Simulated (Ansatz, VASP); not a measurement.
## ZnS in VASP and in Ansatz

The input INCAR:

```
SYSTEM = ZnS
PREC = Accurate ; ENCUT = 520
EDIFF = 1E-8 ; ISMEAR = 0
SIGMA = 0.05 ; LREAL = .FALSE.
LASPH = .TRUE. ; NELM = 80
ALGO = Normal ; ISIF = 2
LWAVE = .FALSE. ; LCHARG = .FALSE.
GGA = PE ; LEFG = .TRUE.
NBANDS = 26
```

File KPOINTS:

```
Automatic mesh
0
G
  8 8 4
  0 0 0
```

Contents of POSCAR:

```
ZnS
1.0
    3.8458156497      0.0000000000      0.0000000000
   -1.9229078249      3.3305740510      0.0000000000
    0.0000000000      0.0000000000      6.3039698155
Zn S
2 2
Direct
    0.3333333333      0.6666666667      0.0052008604
    0.6666666667      0.3333333333      0.5052008604
    0.3333333333      0.6666666667      0.3797991396
    0.6666666667      0.3333333333      0.8797991396
```

Input for Ansatz:

```yaml
crystal:
  lattice:
    - [3.8458156497, 0.0, 0.0]
    - [-1.9229078249, 3.330574051, 0.0]
    - [0.0, 0.0, 6.3039698155]
  atoms:
    - { symbol: Zn, position: [0.3333333333, 0.6666666667, 0.0052008604] }
    - { symbol: Zn, position: [0.6666666667, 0.3333333333, 0.5052008604] }
    - { symbol: S, position: [0.3333333333, 0.6666666667, 0.3797991396] }
    - { symbol: S, position: [0.6666666667, 0.3333333333, 0.8797991396] }
basis:
  ecutwfc: 420
  ecutrho_ratio: 4
kpoints:
  mp_grid: { grid: [8, 8, 4] }
hamiltonian:
  xc: pbe
scf:
  occupations: { method: gaussian, width: 0.05 }
output:
  forces: true
  stress: true
  eigenvalues: true
  efg:
    contact_densities: true
    quadrupole_moments_barn: { Zn: 0.122, S: -0.0694 }
```

Alike in both runs: task electric field gradients; functional PBE; k mesh 8 × 8 × 4; occupations gaussian, width 0.05 eV; no spin polarisation.

|  | VASP | Ansatz |
| --- | --- | --- |
| version | VASP 6.6.1 | Ansatz 0.2.0 |
| potentials or method | VASP PAW PBE potentials, release 64 (Zn, S), cutoff 520 eV | scalar-relativistic, plane waves, PAW |
| valence electrons in the cell | 36 | 36 |

|  | VASP | Ansatz | Ansatz less VASP |
| --- | --- | --- | --- |
| gap on the k mesh at the Fermi level (eV) | 2.08 | 2.08 | -0.003 |
| least direct gap on the mesh (eV) | 2.08 | 2.08 | -0.003 |
| pressure (GPa) | 0.1 | 0.0 | -0.14 |
| size of Vzz on the site where it differs most (V/Å²) | 0.6 | 0.5 | -0.05 |

The functional is the same, so the differences come from potentials, cutoffs and numerics.
